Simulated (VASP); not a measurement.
Input of a VASP 6.6.1 run:

The input INCAR:

```
SYSTEM = HfO2
ALGO = Normal
EDIFF = 1E-6
ENCUT = 520
GGA = PE
ISIF = 2
ISMEAR = -1
ISPIN = 2
LASPH = .TRUE.
LCHARG = .FALSE.
LMAXMIX = 4
LORBIT = 11
LREAL = .FALSE.
LWAVE = .FALSE.
MAGMOM = -0.17 0 0
NBANDS = 22
NELM = 150
PREC = Accurate
SIGMA = 0.05
```

The input KPOINTS:

```
k-points
0
G
  9 9 9
  0 0 0
```

The input POSCAR:

```
HfO2
1.0
    0.0000000000      2.5575000000      2.5575000000
    2.5575000000      0.0000000000      2.5575000000
    2.5575000000      2.5575000000      0.0000000000
Hf O
1 2
Direct
    0.0000000000      0.0000000000      0.0000000000
    0.7500000000      0.7500000000      0.7500000000
    0.2500000000      0.2500000000      0.2500000000
```

Potentials or basis: VASP PAW PBE potentials, release 64 (Hf_pv, O).

Launch:

```sh
$ cat potpaw_PBE.64/Hf_pv/POTCAR potpaw_PBE.64/O/POTCAR > POTCAR
$ mpirun -np 1 vasp_std > vasp.out
```

**Question.** Estimate the band gap on the k mesh.

**Answer.** 3.83 eV, indirect (least direct gap 3.95 eV).

**Question.** Predict the net moment.

**Answer.** 0.00 μB per cell.

**Question.** What does it give for the pressure?

**Answer.** -5.9 GPa.

Caveat: spin-orbit coupling is left out, which moves the levels of the heavy elements. A k mesh can miss the band edges.
